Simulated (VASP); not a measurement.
# KF (Fm-3m) in VASP: dielectric tensor with r2SCAN

Aim: the dielectric tensor of KF with r2SCAN.

All numbers are computed with VASP 6.6.1; they aren't measurements. Logs are shortened: lines on timing, memory, paths and dates and some standing lists are left out, and cuts for length are marked.

### 1 The cell of the first run

The structure is cubic, space group Fm-3m (No. 225). The conventional cell has a = 5.318 Å, b = 5.318 Å, c = 5.318 Å, α = 90.00°, β = 90.00°, γ = 90.00°. K (site symmetry m-3m) has 6 F at 2.66 Å within 3.5 Å. F (site symmetry m-3m) has 6 K at 2.66 Å within 3.5 Å.

### 2 Dielectric tensor, r2SCAN

INCAR

```
PREC = Accurate
ENCUT = 520
EDIFF = 1E-8
ISMEAR = 0
SIGMA = 0.01
LREAL = F
LASPH = T
NELM = 80
ALGO = Normal
ISIF = 2
LWAVE = F
LCHARG = F
METAGGA = R2SCAN
LMIXTAU = T
LCALCEPS = T
```

KPOINTS

```
Automatic mesh
0
Gamma
  8 8 8
```

POSCAR

```
KF
1.0
    0.0000000000      2.6589605677      2.6589605677
    2.6589605677      0.0000000000      2.6589605677
    2.6589605677      2.6589605677      0.0000000000
K F
1 1
Direct
    0.0000000000      0.0000000000      0.0000000000
    0.5000000000      0.5000000000      0.5000000000
```

Potentials or basis: VASP PAW PBE potentials, release 64 (K_sv, F).

Run with:

```sh
> cat potpaw_PBE.64/K_sv/POTCAR potpaw_PBE.64/F/POTCAR > POTCAR
> mpirun -np 1 vasp_std > vasp.out
```

OUTCAR:

```text
PREC = Accurate
   ENCUT = 520
   EDIFF = 1E-8
   ISMEAR = 0
   LREAL = F
   LASPH = T
   NELM = 80
   ISIF = 2
   METAGGA = R2SCAN

 ion  position               nearest neighbor table
   1  0.000  0.000  0.000-   2 2.66   2 2.66   2 2.66   2 2.66   2 2.66   2 2.66
   2  0.500  0.500  0.500-   1 2.66   1 2.66   1 2.66   1 2.66   1 2.66   1 2.66

  LATTYP: Found a face centered cubic cell.
 ALAT       =     5.3179211354

  Lattice vectors:

 A1 = (   0.0000000000,   2.6589605677,   2.6589605677)
 A2 = (   2.6589605677,   0.0000000000,   2.6589605677)
 A3 = (   2.6589605677,   2.6589605677,   0.0000000000)

Analysis of symmetry for initial positions (statically):
=====================================================================
 Subroutine PRICEL returns:
 Original cell was already a primitive cell.

 Routine SETGRP: Setting up the symmetry group for a
 face centered cubic supercell.

 Subroutine GETGRP returns: Found 48 space group operations
 (whereof 48 operations were pure point group operations)
 out of a pool of 48 trial point group operations.

The static configuration has the point symmetry O_h .

Analysis of symmetry for dynamics (positions and initial velocities):
=====================================================================
 Subroutine PRICEL returns:
 Original cell was already a primitive cell.

 Routine SETGRP: Setting up the symmetry group for a
 face centered cubic supercell.

 Subroutine GETGRP returns: Found 48 space group operations
 (whereof 48 operations were pure point group operations)
 out of a pool of 48 trial point group operations.

The dynamic configuration has the point symmetry O_h .

 Subroutine INISYM returns: Found 48 space group operations
 (whereof 48 operations are pure point group operations),
 and found     1 'primitive' translations

----------------------------------------------------------------------------------------

                                     Primitive cell

  volume of cell :      37.5981

  direct lattice vectors                    reciprocal lattice vectors
     0.000000000  2.658960568  2.658960568    -0.188043405  0.188043405  0.188043405
     2.658960568  0.000000000  2.658960568     0.188043405 -0.188043405  0.188043405
     2.658960568  2.658960568  0.000000000     0.188043405  0.188043405 -0.188043405

  length of vectors
     3.760338097  3.760338097  3.760338097     0.325700732  0.325700732  0.325700732

  position of ions in fractional coordinates (direct lattice)
     0.000000000  0.000000000  0.000000000
     0.500000000  0.500000000  0.500000000

  ion indices of the primitive-cell ions
   primitive index   ion index
                 1           1
                 2           2

----------------------------------------------------------------------------------------

 KPOINTS: Automatic mesh

Automatic generation of k-mesh.
 Grid dimensions read from file:
 generate k-points for:    8    8    8

 Generating k-lattice:

  Cartesian coordinates                     Fractional coordinates (reciprocal lattice)
    -0.023505426  0.023505426  0.023505426     0.125000000  0.000000000  0.000000000
     0.023505426 -0.023505426  0.023505426     0.000000000  0.125000000  0.000000000
     0.023505426  0.023505426 -0.023505426     0.000000000  0.000000000  0.125000000

  Length of vectors
     0.040712592  0.040712592  0.040712592

  Shift w.r.t. Gamma in fractional coordinates (k-lattice)
     0.000000000  0.000000000  0.000000000

 Subroutine IBZKPT returns following result:
 ===========================================

 Found     29 irreducible k-points:

 Following reciprocal coordinates:
            Coordinates               Weight
  0.000000  0.000000  0.000000      1.000000
  0.125000  0.000000  0.000000      8.000000
  0.250000  0.000000  0.000000      8.000000
  0.375000  0.000000  0.000000      8.000000
  0.500000  0.000000  0.000000      4.000000
  0.125000  0.125000  0.000000      6.000000
[... 16 lines left out ...]
  0.500000  0.250000  0.125000     48.000000
 -0.375000  0.250000  0.125000     24.000000
 [... further k-points ...]
   k-points           NKPTS =     29   k-points in BZ     NKDIM =     29   number of bands    NBANDS=     12
   number of dos      NEDOS =    301   number of ions     NIONS =      2
   total plane-waves  NPLWV =  21952
   dimension x,y,z NGX =    28 NGY =   28 NGZ =   28
   dimension x,y,z NGXF=    56 NGYF=   56 NGZF=   56
   ions per type =               1   1
   NGX,Y,Z   is equivalent  to a cutoff of  12.38, 12.38, 12.38 a.u.
   NGXF,Y,Z  is equivalent  to a cutoff of  24.76, 24.76, 24.76 a.u.
 SYSTEM =  unknown system
   PREC   = accura    normal or accurate (medium, high low for compatibility)
   ISTART =      0    job   : 0-new  1-cont  2-samecut
   ICHARG =      2    charge: 1-file 2-atom 10-const
   ISPIN  =      1    spin polarized calculation?
   LNONCOLLINEAR =      F non collinear calculations
   LSORBIT =      F    spin-orbit coupling
   LASPH  =      T    aspherical Exc in radial PAW
   ENCUT  =  520.0 eV  38.22 Ry    6.18 a.u.   6.99  6.99  6.99*2*pi/ulx,y,z
   NELM   =     80;   NELMIN=  2; NELMDL= -5     # of ELM steps
   EDIFF  = 0.1E-07   stopping-criterion for ELM
   LREAL  =      F    real-space projection
   EDIFFG = 0.1E-06   stopping-criterion for IOM
   NSW    =      0    number of steps for IOM
   IBRION =     -1    ionic relax: 0-MD 1-quasi-New 2-CG
   NFREE  =      0    steps in history (QN), initial steepest desc. (CG)
   ISIF   =      2    stress and relaxation
   ISYM   =      2    0-nonsym 1-usesym 2-fastsym
   POTIM  = 0.5000    time-step for ionic-motion
   TEBEG  =    0.0;   TEEND  =   0.0 temperature during run
   PSTRESS=    0.0 pullay stress
   NELECT =      16.0000    total number of electrons
   NUPDOWN=      -1.0000    fix difference up-down
   EMIN   =  10.00;   EMAX   =-10.00  energy-range for DOS
   EFERMI =   0.00;   METHOD = LEGACY
   ISMEAR =     0;   SIGMA  =   0.01  broadening in eV -4-tet -1-fermi 0-gaus
   EFERMI_NEDOS =   21; number of points for ismear=-14 and -15
   IALGO  =     38    algorithm
   IMIX   =      4    mixing-type and parameters
     AMIX     =   0.40;   BMIX     =  1.00
     AMIX_MAG =   1.60;   BMIX_MAG =  1.00
  volume/ion in A,a.u.               =      18.80       126.86
  Fermi-wavevector in a.u.,A,eV,Ry     =   1.231382  2.326975 20.630548  1.516303
  Thomas-Fermi vector in A             =   2.366194
   LORBIT       =      0    0 simple, 1 ext, 2 COOP (PROOUT), +10 PAW based schemes
   METAGGA = R2SCAN    functional components
   LHFCALC =     F    Hartree Fock is set to
   AEXX    =    0.0000 exact exchange contribution
   IVDW    =     0    specifies the selected vdW correction
   LEPSILON=     F    determine dielectric tensor
   LRPA    =     F    only Hartree local field effects (RPA)
   LRPA       =     F
 non-spin polarized calculation
 Gauss-broadening in eV      SIGMA  =   0.01
  energy-cutoff  :      520.00
  volume of cell :       37.60
 maximum number of plane-waves:      1036
   NGX = 13   NGY = 13   NGZ = 13

 Total electronic dipole moment: p[elc]=(    -0.00000     0.00000     0.00000 ) |e| Angst

 Total electronic dipole moment: p[elc]=(    -0.00000    -0.00000    -0.00000 ) |e| Angst

 number of electron      16.0000010 magnetization

 Free energy of the ion-electron system (eV)
  ---------------------------------------------------
  ext. energy  EPLUGINS =         0.00000000
  ---------------------------------------------------
  free energy    TOTEN  =       -14.97292603 eV

  energy without entropy =      -14.97292603  energy(sigma->0) =      -14.97292603

 E-fermi :  -3.2240     XC(G=0):  -8.9718

 val. band max:       -3.3120303234   @ k =   0.0000   0.0000   0.0000
 cond. band min:   10000.0000000000   @ k =   0.0000   0.0000   0.0000
 fundamental gap:  10003.3120303234
 Fermi energy:        -3.2240112027

 k-point     1 :       0.0000    0.0000    0.0000
  band No.  band energies     occupation
      1     -30.3948      2.00000
      2     -23.1086      2.00000
      3     -12.8696      2.00000
      4     -12.8696      2.00000
      5     -12.8696      2.00000
      6      -3.3121      2.00000
      7      -3.3120      2.00000
      8      -3.3120      2.00000
      9   10000.0000      0.00000
     10   10000.0000      0.00000
     11   10000.0000      0.00000
     12   10000.0000      0.00000

 k-point     2 :       0.1250    0.0000    0.0000
  band No.  band energies     occupation
      1     -30.3801      2.00000
      2     -23.1226      2.00000
      3     -12.9115      2.00000
      4     -12.8750      2.00000
      5     -12.8750      2.00000
      6      -3.4474      2.00000
      7      -3.3647      2.00000
      8      -3.3647      2.00000
      9   10000.0000      0.00000
     10   10000.0000      0.00000
     11   10000.0000      0.00000
     12   10000.0000      0.00000

 k-point     3 :       0.2500    0.0000    0.0000
  band No.  band energies     occupation
      1     -30.3444      2.00000
      2     -23.1556      2.00000
      3     -13.0119      2.00000
      4     -12.8878      2.00000
      5     -12.8877      2.00000
      6      -3.7384      2.00000
      7      -3.4892      2.00000
      8      -3.4892      2.00000
      9   10000.0000      0.00000
     10   10000.0000      0.00000
     11   10000.0000      0.00000
     12   10000.0000      0.00000
[... 286 lines left out ...]
 k-point    23 :       0.5000    0.2500    0.1250
  band No.  band energies     occupation
      1     -30.2924      2.00000
      2     -23.1752      2.00000
      3     -13.1538      2.00000
      4     -13.0748      2.00000
      5     -12.9351      2.00000
      6      -3.8642      2.00000
      7      -3.6088      2.00000
      8      -3.4656      2.00000
      9   10000.0000      0.00000
     10   10000.0000      0.00000
     11   10000.0000      0.00000
     12   10000.0000      0.00000

 k-point    24 :      -0.3750    0.2500    0.1250
  band No.  band energies     occupation
      1     -30.2809      2.00000
      2     -23.1810      2.00000
      3     -13.1995      2.00000
      4     -13.0915      2.00000
      5     -12.9430      2.00000
      6      -3.8704      2.00000
      7      -3.5875      2.00000
      8      -3.5618      2.00000
      9   10000.0000      0.00000
     10   10000.0000      0.00000
     11   10000.0000      0.00000
     12   10000.0000      0.00000

 [... further k-points ...]

------------------------ aborting loop because EDIFF is reached ----------------------------------------

            Ionic dipole moment: p[ion]=(   -18.61272   -18.61272   -18.61272 ) |e| Angst

 Total electronic dipole moment: p[elc]=(     0.00000     0.00000     0.00192 ) |e| Angst

 MACROSCOPIC STATIC DIELECTRIC TENSOR (including local field effects)
 ------------------------------------------------------
           1.926482    -0.000000     0.000000
          -0.000000     1.926482    -0.000000
          -0.000000    -0.000000     1.926482
 ------------------------------------------------------

 PIEZOELECTRIC TENSOR (including local field effects) (e Angst)
          XX          YY          ZZ          XY          YZ          ZX
  --------------------------------------------------------------------------------
  x     0.00000     0.00000     0.00000     0.00000     0.00000     0.00000
  y     0.00000     0.00000     0.00000     0.00000     0.00000     0.00000
  z     0.00000     0.00000     0.00000     0.00000     0.00000     0.00000

 PIEZOELECTRIC TENSOR (including local field effects) (C/m^2)
          XX          YY          ZZ          XY          YZ          ZX
  --------------------------------------------------------------------------------
  x     0.00000     0.00000     0.00000     0.00000     0.00000     0.00000
  y     0.00000     0.00000     0.00000     0.00000     0.00000     0.00000
  z     0.00000     0.00000     0.00000     0.00000     0.00000     0.00000

 BORN EFFECTIVE CHARGES (including local field effects) (in |e|, cummulative output)
 ---------------------------------------------------------------------------------
 ion    1
    1     1.11595     0.00000    -0.00000
    2     0.00000     1.11595    -0.00000
    3     0.00000     0.00000     1.11595
 ion    2
    1    -1.11595     0.00000     0.00000
    2     0.00000    -1.11595     0.00000
    3    -0.00000    -0.00000    -1.11595

  FORCE on cell =-STRESS in cart. coord.  units (eV):
  Direction    XX          YY          ZZ          XY          YZ          ZX
  --------------------------------------------------------------------------------------
  -------------------------------------------------------------------------------------
  Total       -0.0081430     -0.0081430     -0.0081430      0.0000000      0.0000000      0.0000000
  in kB       -0.3470000     -0.3470000     -0.3470000      0.0000000      0.0000000      0.0000000
  external PRESSURE =      -0.3470000 kB  Pullay stress =       0.0000000 kB

 VOLUME and BASIS-vectors are now :
 -----------------------------------------------------------------------------
  energy-cutoff  :      520.00
  volume of cell :       37.60
      direct lattice vectors                 reciprocal lattice vectors
     0.000000000  2.658960568  2.658960568    -0.188043405  0.188043405  0.188043405
     2.658960568  0.000000000  2.658960568     0.188043405 -0.188043405  0.188043405
     2.658960568  2.658960568  0.000000000     0.188043405  0.188043405 -0.188043405

 POSITION                                       TOTAL-FORCE (eV/Angst)
 -----------------------------------------------------------------------------------
      0.00000      0.00000      0.00000        -0.000000      0.000000      0.000000
      2.65896      2.65896      2.65896         0.000000     -0.000000     -0.000000
 -----------------------------------------------------------------------------------
    total drift:                                0.000000      0.000000      0.000000

  FREE ENERGIE OF THE ION-ELECTRON SYSTEM (eV)
  ---------------------------------------------------
  free  energy   TOTEN  =       -14.9729260279 eV

  energy  without entropy=      -14.9729260279  energy(sigma->0) =      -14.97292603
```

Wall time 67 min (1 thread of Intel Xeon 8259CL, shared host); peak memory 0.44 GiB.

What came out:

```yaml
Band_gap_on_the_k_mesh: 6.91 eV
Electronic_dielectric_tensor_diagonal: 1.93
Born_charges_mean_of_the_diagonal: K +1.12; F -1.12 e
```

Electronic dielectric tensor:
```
1.93 0.00 0.00
0.00 1.93 0.00
0.00 0.00 1.93
```

Born effective charge tensors (e):
atom 1, K
```
1.12 0.00 0.00
0.00 1.12 0.00
0.00 0.00 1.12
```
atom 2, F
```
-1.12  0.00  0.00
 0.00 -1.12  0.00
 0.00  0.00 -1.12
```

Dipole moments of the cell (e·Å, modulo the quantum): ionic -18.613, -18.613, -18.613; electronic 0.000, 0.000, 0.002

Caveat: the PAW data sets were made with another functional, which shifts forces and pressure a little.

The gap in the log of VASP goes by the Fermi energy; the results here count the filled bands.